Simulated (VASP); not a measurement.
Write the native input for VASP 6.6.1 that does the following.

```yaml
Task: single point
Functional: HSE06
Potentials_or_basis: VASP PAW PBE potentials, release 64 (Mo_sv, S)
Cutoff: 400 eV
k_mesh: 6 × 6 × 4
Occupations: gaussian, width 0.01 eV
Spin: no spin polarisation
Dipole_correction: no
Grid_for_exact_exchange_PRECFOCK: Normal
Further_INCAR_settings: ALGO = Normal; EDIFF = 1e-06; NBANDS = 20
Share_of_exact_exchange: 0.25
Screening_parameter: 0.2079 1/Å
```

The system is MoS2.

```xyz
3
Lattice="3.1710 0.0000 0.0000 -1.5855 2.7461 0.0000 0.0000 0.0000 6.7610" Properties=species:S:1:pos:R:3 pbc="T T T"
Mo    0.0000    0.0000    0.0000
S     0.0000    1.8308    1.5556
S     0.0000    1.8308    5.2054
```

This cell differs from its parent crystal: uniaxial z strain -0.7%.

These files were run (other wordings do the same):

POSCAR

```
MoS2
1.0
    3.1709589632      0.0000000000      0.0000000000
   -1.5854794816      2.7461310165      0.0000000000
    0.0000000000      0.0000000000      6.7609815495
Mo S
1 2
Direct
    0.0000000000      0.0000000000      0.0000000000
    0.3333333333      0.6666666667      0.2300868647
    0.3333333333      0.6666666667      0.7699131353
```

INCAR.step1

```
ALGO = Normal
EDIFF = 1E-5
ENCUT = 400
GGA = PE
GGA_COMPAT = False
ISIF = 2
ISMEAR = 0
LASPH = True
LREAL = False
LWAVE = True
NBANDS = 20
NELM = 120
PREC = Accurate
SIGMA = 0.01
```

INCAR.step2

```
ALGO = Normal
EDIFF = 1E-6
ENCUT = 400
GGA = PE
GGA_COMPAT = False
HFSCREEN = 0.2079
ISIF = 2
ISMEAR = 0
ISTART = 1
LASPH = True
LCHARG = True
LELF = True
LHFCALC = True
LREAL = False
LVHAR = True
LWAVE = False
NBANDS = 20
NELM = 120
PREC = Accurate
PRECFOCK = Normal
SIGMA = 0.01
```

KPOINTS

```
k-points
0
Gamma
  6 6 4
```

Potentials or basis: VASP PAW PBE potentials, release 64 (Mo_sv, S).

The run is started by

```sh
$ cat potpaw_PBE.64/Mo_sv/POTCAR potpaw_PBE.64/S/POTCAR > POTCAR
$ cp INCAR.step1 INCAR
$ mpirun -np 1 vasp_std > vasp.out
$ cp INCAR.step2 INCAR
$ mpirun -np 1 vasp_std > vasp.out
```

Results of the run:

- Pressure: -2.5 GPa
- Largest force: 0.408 eV/Å
- Band gap on the k mesh: 1.75 eV (least direct gap 2.15 eV)

Caveat: the cell differs from its parent crystal (uniaxial z strain -0.7%); the PAW data sets were made with another functional, which shifts forces and pressure a little; this functional lacks dispersion, which binds layers or chains, so the pressure and a relaxed spacing across them are unreliable.

Wall time 55 min on 1 thread of Oxide Virtual Turin-like Processor, with other jobs on the host, peak memory 0.25 GiB.
